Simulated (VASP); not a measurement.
A run of VASP 6.6.1:

File INCAR:

```
SYSTEM = Zn16Se15S
ALGO     = Normal         ! electronic algorithm
EDIFF    = 1E-6           ! SCF threshold, eV
ENCUT    = 400            ! plane-wave cutoff, eV
GGA      = PE             ! functional
GGA_COMPAT= .False.      
ISIF     = 2              ! what is computed and relaxed
ISMEAR   = -1             ! smearing method
LASPH    = .True.         ! aspherical terms in the spheres
LCHARG   = .False.        ! write CHGCAR
LREAL    = Auto         
LWAVE    = .False.        ! write WAVECAR
NBANDS   = 166            ! bands
NELM     = 120            ! most SCF steps
PREC     = Accurate       ! precision mode
SIGMA    = 0.01           ! smearing width, eV
```

File KPOINTS:

```
k-points
0
Gamma
  1 1 1
  0 0 0
```

The input POSCAR:

```
Zn16Se15S
1.0
   -5.6648850000      5.6648850000     -5.6648850000
    5.6648850000      5.6648850000      5.6648850000
    5.6648850000     -5.6648850000     -5.6648850000
Zn Se S
16 15 1
Direct
   -0.0000439237     -0.0006504080     -0.0004026024
    0.0008316002      0.2505609884      0.7495823293
    0.0007704870      0.5001919811      0.5001413723
   -0.0005440753      0.7499103977      0.2487462548
    0.2516054234      0.0019473043      0.7519635600
    0.2593079952      0.2507186513      0.5002827063
    0.2513081455      0.5023019275      0.2513091199
    0.2492036000      0.7497941285     -0.0002339351
    0.5004010916      0.0098178674      0.5003725415
    0.5000700775      0.2506183361      0.2590915438
    0.5005584658      0.5000774729      0.0010200337
    0.5003035390      0.7512503979      0.7495835362
    0.7518472561      0.0013435847      0.2511165932
    0.7500309504      0.2505259971      0.0012312493
    0.7415295962      0.4917071525      0.7413050306
    0.7500684493      0.7512978527      0.5004617087
    0.0031014875      0.0022957344      0.2518479545
    0.0007201898      0.2507930855      0.0005406377
   -0.0021954547      0.4996118307      0.7492070905
    0.0008193786      0.7510627387      0.5004795508
    0.2520358601      0.0020502865      0.0028280914
    0.2514479992      0.2508820746      0.7487666974
    0.2513007644      0.4990847163      0.5003539185
    0.2520050485      0.7534604843      0.2520713310
    0.5006130611      0.0018076066      0.7488134589
    0.5005098723      0.4992150042      0.2514229962
    0.5004928745      0.7506934859      0.0003496876
    0.7486796886      0.0015757146      0.5002959458
    0.7486254899      0.2505964703      0.2514283055
    0.7492980724      0.4993762719     -0.0024235420
    0.7493793169      0.7480130539      0.7493353944
    0.5003308092      0.2507733570      0.5002763141
```

Potentials or basis: VASP PAW PBE potentials, release 64 (Zn, Se, S).

Run with:

```sh
$ cat potpaw_PBE.64/Zn/POTCAR potpaw_PBE.64/Se/POTCAR potpaw_PBE.64/S/POTCAR > POTCAR
$ mpirun -np 1 vasp_gam > vasp.out
```

Hardware: 1 thread of Intel Xeon 8259CL, on a shared host.

Q: How long does it take, and how much memory?

A: Run time: 5 min on 1 thread of Intel Xeon 8259CL, on a shared host, peak memory 0.55 GiB. Counts: scf iterations 19, k points 1.
